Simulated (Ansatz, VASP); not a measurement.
Si in VASP and in Ansatz

File INCAR:

```
SYSTEM = Si
  PREC = Accurate
  ENCUT = 600
  EDIFF = 1E-6
  ISMEAR = 0
  SIGMA = 0.02
  LREAL = .False.
  LASPH = .True.
  NELM = 100
  ALGO = Normal
  ISIF = 3
  LWAVE = .False.
  LCHARG = .False.
  GGA = CA
  IBRION = 2
  NSW = 100
  EDIFFG = -0.005
```

KPOINTS

```
regular mesh
0
Gamma
  12 12 12
  0 0 0
```

The input POSCAR:

```
Si
1.0
    0.0000000000      2.7009711426      2.7009711426
    2.7009711426      0.0000000000      2.7009711426
    2.7009711426      2.7009711426      0.0000000000
Si
2
Direct
    0.7500000000      0.7500000000      0.7500000000
    0.5000000000      0.5000000000      0.5000000000
```

Input for Ansatz:

```yaml
crystal:
  lattice:
    - [0.0, 2.7009711426, 2.7009711426]
    - [2.7009711426, 0.0, 2.7009711426]
    - [2.7009711426, 2.7009711426, 0.0]
  atoms:
    - { symbol: Si, position: [0.75, 0.75, 0.75] }
    - { symbol: Si, position: [0.5, 0.5, 0.5] }
basis:
  ecutwfc: 420
kpoints:
  mp_grid: { grid: [12, 12, 12] }
hamiltonian:
  xc: lda
scf:
  occupations: { method: gaussian, width: 0.02 }
output:
  forces: true
  stress: true
  eigenvalues: true
relax:
  adjacent_minimum: "off"
  f_tol: 0.005
  max_steps: 80
  cell: { stress_tol: 0.05 }
```

Alike in both runs: task relaxation of cell and atoms; functional LDA; k mesh 12 × 12 × 12; occupations gaussian, width 0.02 eV; no spin polarisation.

|  | VASP | Ansatz |
| --- | --- | --- |
| version | VASP 6.6.1 | Ansatz 0.2.0 |
| potentials or method | VASP PAW LDA potentials, release 64 (Si), cutoff 600 eV | scalar-relativistic, plane waves, PAW |
| valence electrons in the cell | 8 | 8 |

Ansatz gave:

```
gap on the k mesh at the Fermi level, each at its own relaxed structure (eV) : 0.44
relaxed volume (Å³/atom)                                                     : 19.70
relaxed cell length with the largest relative difference (Å)                 : 3.820
```

Task: Estimate VASP's values.

Result: gap on the k mesh at the Fermi level, each at its own relaxed structure (eV): 0.44; relaxed volume (Å³/atom): 19.72; relaxed cell length with the largest relative difference (Å): 3.820.

LDA's correlation is that of Perdew and Zunger in VASP and of Perdew and Wang (1992) in Ansatz.
